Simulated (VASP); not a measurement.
Here is a VASP 6.6.1 calculation.

File INCAR:

```
SYSTEM = HfO2
PREC     = Accurate       ! precision mode
ENCUT    = 520            ! plane-wave cutoff, eV
EDIFF    = 1E-6           ! SCF threshold, eV
ISMEAR   = 0              ! smearing method
SIGMA    = 0.02           ! smearing width, eV
LREAL    = .FALSE.        ! projectors in reciprocal space
LASPH    = .TRUE.         ! aspherical terms in the spheres
NELM     = 60             ! most SCF steps
ALGO     = Normal         ! electronic algorithm
ISIF     = 2              ! what is computed and relaxed
LWAVE    = .FALSE.        ! write WAVECAR
LCHARG   = .FALSE.        ! write CHGCAR
GGA      = PE             ! functional
NBANDS   = 56             ! bands
```

Contents of KPOINTS:

```
Automatic mesh
0
G
  4 6 6
  0 0 0
```

POSCAR

```
HfO2
1.0
    5.2369893985      0.0000000000      0.0000000000
    0.0000000000      5.0238739792      0.0000000000
    0.0000000000      0.0000000000      5.0467694040
Hf O
4 8
Direct
    0.0327784922      0.2676885232      0.2430770967
    0.4672215078      0.2676885232      0.7430770967
    0.5327784922      0.7323114768      0.2430770967
    0.9672215078      0.7323114768      0.7430770967
    0.3696076816      0.0734356505      0.3778107052
    0.1303923184      0.0734356505      0.8778107052
    0.7353468161      0.4582762579      0.4921121982
    0.7646531839      0.4582762579      0.9921121982
    0.2646531839      0.5417237421      0.9921121982
    0.2353468161      0.5417237421      0.4921121982
    0.8696076816      0.9265643495      0.3778107052
    0.6303923184      0.9265643495      0.8778107052
```

Potentials or basis: VASP PAW PBE potentials, release 64 (Hf_pv, O).

The run is started by

```bash
$ cat potpaw_PBE.64/Hf_pv/POTCAR potpaw_PBE.64/O/POTCAR > POTCAR
$ mpirun -np 1 vasp_std > vasp.out
```

Problem. Predict the band gap on the k mesh.

Solution. 4.39 eV, indirect (least direct gap 4.60 eV).

Problem. Estimate the pressure.

Solution. 3.2 GPa.

Forces in eV/Å, atoms in the order of the input:
```
Hf   0.042 -0.002 -0.038
Hf  -0.042 -0.002 -0.038
Hf   0.042  0.002 -0.038
Hf  -0.042  0.002 -0.038
O   -0.027 -0.012  0.016
O    0.027 -0.012  0.016
O   -0.013  0.035  0.022
O    0.013  0.035  0.022
O    0.013 -0.035  0.022
O   -0.013 -0.035  0.022
O   -0.027  0.012  0.016
O    0.027  0.012  0.016
```

Caveat: spin-orbit coupling is left out, which moves the levels of the heavy elements. A k mesh can miss the band edges.
